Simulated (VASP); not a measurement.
# MnS (Fm-3m) in VASP: settings compared

MnS is run at these levels: PBEsol+D4, PBE+D3(BJ), PBE; tasks: single point.

All numbers are computed with VASP 6.6.1; they aren't measurements. Logs are shortened: lines on timing, memory, paths and dates and some standing lists are left out, and cuts for length are marked.

## Step 1: The cell of the first run

Symmetry: Fm-3m, No. 225, cubic system. The conventional cell has a = 4.872 Å, b = 4.872 Å, c = 4.872 Å, α = 90.00°, β = 90.00°, γ = 90.00°. Within 3.2 Å of Mn (site symmetry m-3m) lie 6 S at 2.44 Å. Within 3.2 Å of S (site symmetry m-3m) lie 6 Mn at 2.44 Å.

## Step 2: Single point, PBEsol+D4, collinear spin, ferromagnetic start

Input file INCAR:

```
SYSTEM = MnS
PREC = Accurate ; ENCUT = 520
EDIFF = 1E-6 ; ISMEAR = -1
SIGMA = 0.05 ; LREAL = .False.
LASPH = .True. ; NELM = 150
ALGO = Normal ; ISIF = 2
LWAVE = .False. ; LCHARG = .True.
ISPIN = 2 ; MAGMOM = 4 0
LORBIT = 11 ; LMAXMIX = 4
GGA = PS ; IVDW = 13
LELF = .True. ; LVHAR = .True.
NBANDS = 20
```

Input file KPOINTS:

```
Automatic mesh
0
Gamma
  9 9 9
  0 0 0
```

Input file POSCAR:

```
MnS
1.0
    0.0000000000      2.4359876038      2.4359876038
    2.4359876038      0.0000000000      2.4359876038
    2.4359876038      2.4359876038      0.0000000000
Mn S
1 1
Direct
    0.0000000000      0.0000000000      0.0000000000
    0.5000000000      0.5000000000      0.5000000000
```

Potentials or basis: VASP PAW PBE potentials, release 64 (Mn_pv, S).

Command:

```
> cat potpaw_PBE.64/Mn_pv/POTCAR potpaw_PBE.64/S/POTCAR > POTCAR
> mpirun -np 1 vasp_std > vasp.out
```

OUTCAR:

```text
SYSTEM = MnS
   PREC = Accurate
   ENCUT = 520
   EDIFF = 1E-6
   ISMEAR = -1
   LREAL = .False.
   LASPH = .True.
   NELM = 150
   ISIF = 2
   ISPIN = 2
   LORBIT = 11
   GGA = PS
   IVDW = 13

 ion  position               nearest neighbor table
   1  0.000  0.000  0.000-   2 2.44   2 2.44   2 2.44   2 2.44   2 2.44   2 2.44
   2  0.500  0.500  0.500-   1 2.44   1 2.44   1 2.44   1 2.44   1 2.44   1 2.44

  LATTYP: Found a face centered cubic cell.
 ALAT       =     4.8719752076

  Lattice vectors:

 A1 = (   0.0000000000,   2.4359876038,   2.4359876038)
 A2 = (   2.4359876038,   0.0000000000,   2.4359876038)
 A3 = (   2.4359876038,   2.4359876038,   0.0000000000)

Analysis of symmetry for initial positions (statically):
=====================================================================
 Subroutine PRICEL returns:
 Original cell was already a primitive cell.

 Routine SETGRP: Setting up the symmetry group for a
 face centered cubic supercell.

 Subroutine GETGRP returns: Found 48 space group operations
 (whereof 48 operations were pure point group operations)
 out of a pool of 48 trial point group operations.

The static configuration has the point symmetry O_h .

Analysis of symmetry for dynamics (positions and initial velocities):
=====================================================================
 Subroutine PRICEL returns:
 Original cell was already a primitive cell.

 Routine SETGRP: Setting up the symmetry group for a
 face centered cubic supercell.

 Subroutine GETGRP returns: Found 48 space group operations
 (whereof 48 operations were pure point group operations)
 out of a pool of 48 trial point group operations.

The dynamic configuration has the point symmetry O_h .

Analysis of structural, dynamic, and magnetic symmetry:
=====================================================================
 Subroutine PRICEL returns:
 Original cell was already a primitive cell.

 Routine SETGRP: Setting up the symmetry group for a
 face centered cubic supercell.

 Subroutine GETGRP returns: Found 48 space group operations
 (whereof 48 operations were pure point group operations)
 out of a pool of 48 trial point group operations.

The overall configuration has the point symmetry O_h .

 Subroutine INISYM returns: Found 48 space group operations
 (whereof 48 operations are pure point group operations),
 and found     1 'primitive' translations

----------------------------------------------------------------------------------------

                                     Primitive cell

  volume of cell :      28.9105

  direct lattice vectors                    reciprocal lattice vectors
     0.000000000  2.435987604  2.435987604    -0.205255560  0.205255560  0.205255560
     2.435987604  0.000000000  2.435987604     0.205255560 -0.205255560  0.205255560
     2.435987604  2.435987604  0.000000000     0.205255560  0.205255560 -0.205255560

  length of vectors
     3.445006707  3.445006707  3.445006707     0.355513059  0.355513059  0.355513059

  position of ions in fractional coordinates (direct lattice)
[... 8 lines left out ...]
----------------------------------------------------------------------------------------

 KPOINTS: Automatic mesh

Automatic generation of k-mesh.
 Grid dimensions read from file:
 generate k-points for:    9    9    9

 Generating k-lattice:

  Cartesian coordinates                     Fractional coordinates (reciprocal lattice)
    -0.022806173  0.022806173  0.022806173     0.111111111  0.000000000  0.000000000
     0.022806173 -0.022806173  0.022806173     0.000000000  0.111111111  0.000000000
     0.022806173  0.022806173 -0.022806173     0.000000000  0.000000000  0.111111111

  Length of vectors
     0.039501451  0.039501451  0.039501451

  Shift w.r.t. Gamma in fractional coordinates (k-lattice)
     0.000000000  0.000000000  0.000000000

 Subroutine IBZKPT returns following result:
 ===========================================

 Found     35 irreducible k-points:

 Following reciprocal coordinates:
            Coordinates               Weight
  0.000000  0.000000  0.000000      1.000000
  0.111111  0.000000  0.000000      8.000000
  0.222222  0.000000  0.000000      8.000000
  0.333333  0.000000  0.000000      8.000000
  0.444444  0.000000  0.000000      8.000000
  0.111111  0.111111  0.000000      6.000000
[... 16 lines left out ...]
 -0.333333  0.333333  0.000000     12.000000
  0.444444  0.444444  0.000000      6.000000
 [... further k-points ...]
   k-points           NKPTS =     35   k-points in BZ     NKDIM =     35   number of bands    NBANDS=     20
   number of dos      NEDOS =    301   number of ions     NIONS =      2
   total plane-waves  NPLWV =  21952
   dimension x,y,z NGX =    28 NGY =   28 NGZ =   28
   dimension x,y,z NGXF=    56 NGYF=   56 NGZF=   56
   ions per type =               1   1
   NGX,Y,Z   is equivalent  to a cutoff of  13.51, 13.51, 13.51 a.u.
   NGXF,Y,Z  is equivalent  to a cutoff of  27.02, 27.02, 27.02 a.u.
 SYSTEM =  MnS
   PREC   = accura    normal or accurate (medium, high low for compatibility)
   ISTART =      0    job   : 0-new  1-cont  2-samecut
   ICHARG =      2    charge: 1-file 2-atom 10-const
   ISPIN  =      2    spin polarized calculation?
   LNONCOLLINEAR =      F non collinear calculations
   LSORBIT =      F    spin-orbit coupling
   LASPH  =      T    aspherical Exc in radial PAW
   ENCUT  =  520.0 eV  38.22 Ry    6.18 a.u.   6.41  6.41  6.41*2*pi/ulx,y,z
   NELM   =    150;   NELMIN=  2; NELMDL= -5     # of ELM steps
   EDIFF  = 0.1E-05   stopping-criterion for ELM
   LREAL  =      F    real-space projection
[... 7 lines left out ...]
   TEBEG  =    0.0;   TEEND  =   0.0 temperature during run
   PSTRESS=    0.0 pullay stress
   NELECT =      19.0000    total number of electrons
   NUPDOWN=      -1.0000    fix difference up-down
   EMIN   =  10.00;   EMAX   =-10.00  energy-range for DOS
   EFERMI =   0.00;   METHOD = LEGACY
   ISMEAR =    -1;   SIGMA  =   0.05  broadening in eV -4-tet -1-fermi 0-gaus
   EFERMI_NEDOS =   21; number of points for ismear=-14 and -15
   IALGO  =     38    algorithm
   IMIX   =      4    mixing-type and parameters
     AMIX     =   0.40;   BMIX     =  1.00
     AMIX_MAG =   1.60;   BMIX_MAG =  1.00
  volume/ion in A,a.u.               =      14.46        97.55
  Fermi-wavevector in a.u.,A,eV,Ry     =   1.423337  2.689716 27.563868  2.025887
  Thomas-Fermi vector in A             =   2.543945
   LORBIT       =     11    0 simple, 1 ext, 2 COOP (PROOUT), +10 PAW based schemes
   GGA     = PS    functional components
   LHFCALC =     F    Hartree Fock is set to
   AEXX    =    0.0000 exact exchange contribution
   IVDW    =    13    specifies the selected vdW correction
   LEPSILON=     F    determine dielectric tensor
   LRPA    =     F    only Hartree local field effects (RPA)
 spin polarized calculation
  energy-cutoff  :      520.00
  volume of cell :       28.91
 maximum number of plane-waves:       793
 NGX is ok and might be reduce to    28
   NGX = 13   NGY = 13   NGZ = 13

 number of electron      19.0000005 magnetization       3.9376687

 Free energy of the ion-electron system (eV)
  ---------------------------------------------------
  ext. energy  EPLUGINS =         0.00000000
  ---------------------------------------------------
  free energy    TOTEN  =       -14.97992360 eV

  energy without entropy =      -14.97178574  energy(sigma->0) =      -14.97585467

 E-fermi :   8.8682     XC(G=0): -11.8487

 val. band max:        8.8603077956   @ k =   0.2222   0.2222   0.0000
 cond. band min:       8.9057061644   @ k =  -0.1111   0.1111   0.0000
 fundamental gap:      0.0453983688
 Fermi energy:         8.8681656556

 spin component 1

 k-point     1 :       0.0000    0.0000    0.0000
  band No.  band energies     occupation
      1     -41.2432      1.00000
      2     -41.2432      1.00000
      3     -41.2432      1.00000
      4      -7.1436      1.00000
      5       5.5174      1.00000
      6       5.5174      1.00000
[... 12 lines left out ...]
     19      21.8038      0.00000
     20      23.1544      0.00000

 k-point     2 :       0.1111    0.0000    0.0000
  band No.  band energies     occupation
      1     -41.2459      1.00000
      2     -41.2436      1.00000
      3     -41.2436      1.00000
      4      -6.9759      1.00000
      5       4.9304      1.00000
      6       5.0331      1.00000
[... 12 lines left out ...]
     19      20.8985      0.00000
     20      23.4078      0.00000

 k-point     3 :       0.2222    0.0000    0.0000
  band No.  band energies     occupation
      1     -41.2528      1.00000
      2     -41.2446      1.00000
      3     -41.2446      1.00000
      4      -6.5026      1.00000
      5       3.3772      1.00000
      6       4.2567      1.00000
[... 12 lines left out ...]
     19      21.6049      0.00000
     20      25.3297      0.00000

 k-point     4 :       0.3333    0.0000    0.0000
  band No.  band energies     occupation
      1     -41.2606      1.00000
      2     -41.2456      1.00000
      3     -41.2456      1.00000
      4      -5.8381      1.00000
      5       1.7388      1.00000
      6       3.6829      1.00000
[... 429 lines left out ...]
 k-point    23 :      -0.3333    0.3333    0.0000
  band No.  band energies     occupation
      1     -41.2588      1.00000
      2     -41.2582      1.00000
      3     -41.2489      1.00000
      4      -4.9822      1.00000
      5       1.7967      1.00000
      6       2.4033      1.00000
[... 12 lines left out ...]
     19      28.0427      0.00000
     20      28.8723      0.00000

 k-point    24 :       0.4444    0.4444    0.0000
  band No.  band energies     occupation
      1     -41.2635      1.00000
      2     -41.2517      1.00000
      3     -41.2517      1.00000
      4      -5.1598      1.00000
      5       1.7443      1.00000
      6       4.6396      1.00000
[... 12 lines left out ...]
     19      24.9714      0.00000
     20      24.9714      0.00000

 [... further k-points ...]

 spin component 2

 k-point     1 :       0.0000    0.0000    0.0000
  band No.  band energies     occupation
      1     -37.4283      1.00000
      2     -37.4283      1.00000
      3     -37.4283      1.00000
      4      -6.8621      1.00000
      5       7.0479      1.00000
      6       7.0479      1.00000
[... 12 lines left out ...]
     19      22.8668      0.00000
     20      24.5423      0.00000

 k-point     2 :       0.1111    0.0000    0.0000
  band No.  band energies     occupation
      1     -37.4318      1.00000
      2     -37.4288      1.00000
      3     -37.4288      1.00000
      4      -6.6985      1.00000
      5       5.9261      1.00000
      6       6.4377      1.00000
[... 12 lines left out ...]
     19      21.4767      0.00000
     20      24.7269      0.00000

 k-point     3 :       0.2222    0.0000    0.0000
  band No.  band energies     occupation
      1     -37.4407      1.00000
      2     -37.4300      1.00000
      3     -37.4300      1.00000
      4      -6.2389      1.00000
      5       4.0598      1.00000
      6       5.6037      1.00000
[... 12 lines left out ...]
     19      22.4263      0.00000
     20      26.0824      0.00000

 k-point     4 :       0.3333    0.0000    0.0000
  band No.  band energies     occupation
      1     -37.4507      1.00000
      2     -37.4313      1.00000
      3     -37.4313      1.00000
      4      -5.6002      1.00000
      5       2.3398      1.00000
      6       4.9874      1.00000
[... 429 lines left out ...]
 k-point    23 :      -0.3333    0.3333    0.0000
  band No.  band energies     occupation
      1     -37.4483      1.00000
      2     -37.4473      1.00000
      3     -37.4354      1.00000
      4      -4.7495      1.00000
      5       2.4432      1.00000
      6       2.8924      1.00000
[... 12 lines left out ...]
     19      28.5995      0.00000
     20      29.5142      0.00000

 k-point    24 :       0.4444    0.4444    0.0000
  band No.  band energies     occupation
      1     -37.4541      1.00000
      2     -37.4390      1.00000
      3     -37.4390      1.00000
      4      -4.8904      1.00000
      5       2.1265      1.00000
      6       5.1181      1.00000
[... 12 lines left out ...]
     19      25.4795      0.00000
     20      25.4795      0.00000

 [... further k-points ...]

------------------------ aborting loop because EDIFF is reached ----------------------------------------

  DFT-D4 for vdW energy calculation

  Edisp (eV):   -0.55367

  FORCE on cell =-STRESS in cart. coord.  units (eV):
  Direction    XX          YY          ZZ          XY          YZ          ZX
  --------------------------------------------------------------------------------------
  -------------------------------------------------------------------------------------
  Total       0.03507     0.03507     0.03507     0.00000     0.00000    -0.00000
  in kB       1.94360     1.94360     1.94360     0.00000     0.00000    -0.00000
  external pressure =        1.94 kB  Pullay stress =        0.00 kB

 VOLUME and BASIS-vectors are now :
 -----------------------------------------------------------------------------
  energy-cutoff  :      520.00
  volume of cell :       28.91
      direct lattice vectors                 reciprocal lattice vectors
     0.000000000  2.435987604  2.435987604    -0.205255560  0.205255560  0.205255560
     2.435987604  0.000000000  2.435987604     0.205255560 -0.205255560  0.205255560
     2.435987604  2.435987604  0.000000000     0.205255560  0.205255560 -0.205255560

 POSITION                                       TOTAL-FORCE (eV/Angst)
 -----------------------------------------------------------------------------------
      0.00000      0.00000      0.00000         0.000000     -0.000000     -0.000000
      2.43599      2.43599      2.43599        -0.000000      0.000000      0.000000
 -----------------------------------------------------------------------------------
    total drift:                               -0.000000      0.000000      0.000000

  FREE ENERGIE OF THE ION-ELECTRON SYSTEM (eV)
  ---------------------------------------------------
  free  energy   TOTEN  =       -15.5335934107 eV

  energy  without entropy=      -15.5254555549  energy(sigma->0) =      -15.52952448

 total charge

# of ion       s       p       d       tot
------------------------------------------
    1        0.260   6.234   5.065  11.558
    2        1.322   2.405   0.000   3.727
--------------------------------------------------
tot          1.582   8.639   5.065  15.285

 magnetization (x)

# of ion       s       p       d       tot
------------------------------------------
    1        0.053   0.043   3.556   3.652
    2        0.025   0.029   0.000   0.054
--------------------------------------------------
tot          0.078   0.072   3.556   3.706
```

Wall time 37 s (1 thread of Intel Xeon Platinum 8488C (Sapphire Rapids), shared host); peak memory 0.19 GiB.

What came out:

| Quantity | Value |
| --- | --- |
| Free energy | -15.5336 eV |
| Pressure | 0.2 GPa |
| Net moment | 3.94 μB per cell |
| Site moments | Mn +3.65; S +0.05 μB |
| Valence electrons inside the program's atomic spheres | Mn 11.56; S 3.73 |
| Dispersion energy per atom | -0.277 eV |

Caveat: the PAW data sets were made with another functional, which shifts forces and pressure a little; a cell with one magnetic atom can't hold antiferromagnetic order, which such compounds often take; semilocal functionals often make such compounds metallic where correlation or magnetic order opens a gap, which also shifts bond lengths; pairwise dispersion overbinds metals, which lowers pressure and volume.

## Step 3: Single point, PBE+D3(BJ), collinear spin, ferromagnetic start

This run uses another cell than the first one, of 15.82 Å³/atom, 1.094 times its volume.

Input file INCAR:

```
PREC = Accurate
ENCUT = 520
EDIFF = 1E-7
ISMEAR = -1
SIGMA = 0.05
LREAL = F
LASPH = T
NELM = 150
ALGO = Normal
ISIF = 2
LWAVE = F
LCHARG = T
ISPIN = 2
MAGMOM = 4 0
LORBIT = 11
LMAXMIX = 4
GGA = PE
IVDW = 12
LELF = T
LVHAR = T
NBANDS = 20
```

Input file KPOINTS:

```
Automatic mesh
0
Gamma
  9 9 9
```

Input file POSCAR:

```
MnS
1.0
    0.0000000000      2.5101150996      2.5101150996
    2.5101150996      0.0000000000      2.5101150996
    2.5101150996      2.5101150996      0.0000000000
Mn S
1 1
Direct
    0.0000000000      0.0000000000      0.0000000000
    0.5000000000      0.5000000000      0.5000000000
```

Potentials or basis: VASP PAW PBE potentials, release 64 (Mn_pv, S).

Command:

```
> cat potpaw_PBE.64/Mn_pv/POTCAR potpaw_PBE.64/S/POTCAR > POTCAR
> mpirun -np 1 vasp_std > vasp.out
```

It took 47 s on 1 thread of Intel Xeon Platinum 8488C (Sapphire Rapids), shared host; peak memory 0.19 GiB.

The run converged. Its results:

| Quantity | Value |
| --- | --- |
| Free energy | -14.9834 eV |
| Pressure | 0.0 GPa |
| Net moment | 4.35 μB per cell |
| Site moments | Mn +3.99; S +0.08 μB |
| Valence electrons inside the program's atomic spheres | Mn 11.42; S 3.75 |
| Dispersion energy per atom | -0.457 eV |

Levels at points of the mesh, in eV from the Fermi level:
Spin up:
```csv
k point,band 9,band 10,band 11,band 12,band 13,band 14,band 15,band 16
"(0.00, 0.00, 0.00)",-3.31,-2.04,-2.04,-2.04,2.59,8.84,8.84,8.84
```
Spin down:
| k point | band 5 | band 6 | band 7 | band 8 | band 9 | band 10 |
| --- | --- | --- | --- | --- | --- | --- |
| (0.00, 0.00, 0.00) | -1.85 | -1.85 | -1.85 | -0.06 | -0.06 | -0.06 |

Caveat: a cell with one magnetic atom can't hold antiferromagnetic order, which such compounds often take; semilocal functionals often make such compounds metallic where correlation or magnetic order opens a gap, which also shifts bond lengths; pairwise dispersion overbinds metals, which lowers pressure and volume.

[end of part 1 of 2]
